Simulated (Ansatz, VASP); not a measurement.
## NbBiF: VASP beside Ansatz

```
CELL_PARAMETERS angstrom
3.94720 0.00000 0.00000
0.00000 3.94720 0.00000
0.00000 0.00000 4.00729
ATOMIC_POSITIONS crystal
Nb 0.00000 0.00000 0.00000
Bi 0.50000 0.50000 0.50000
F 0.00000 0.00000 0.50000
```

Alike in both runs: functional PBE; k mesh 6 × 6 × 4; occupations gaussian, width 0.1 eV; no spin polarisation.

Ansatz relaxed the structure, and its values are those at the end. VASP's run is a single point on that final structure, the one shown.

```csv
,VASP,Ansatz
version,VASP 6.6.1,Ansatz 0.2.0
potentials or method,"VASP PAW PBE potentials, release 64 (Nb_sv, Bi_d, F), cutoff 520 eV","scalar-relativistic, plane waves, PAW"
valence electrons in the cell,35,35
```

|  | VASP | Ansatz | Ansatz less VASP |
| --- | --- | --- | --- |
| gap on the k mesh at the Fermi level (eV) | none | none | - |
| pressure (GPa) | 0.0 | 0.2 | +0.17 |

A gap of «none» marks a metal or a gap that the smearing closes. With one functional, cell and mesh, what is left measures potentials, basis and numerics.

The k mesh is coarse, so the values compare programs but aren't converged. Spin-orbit coupling is off throughout.
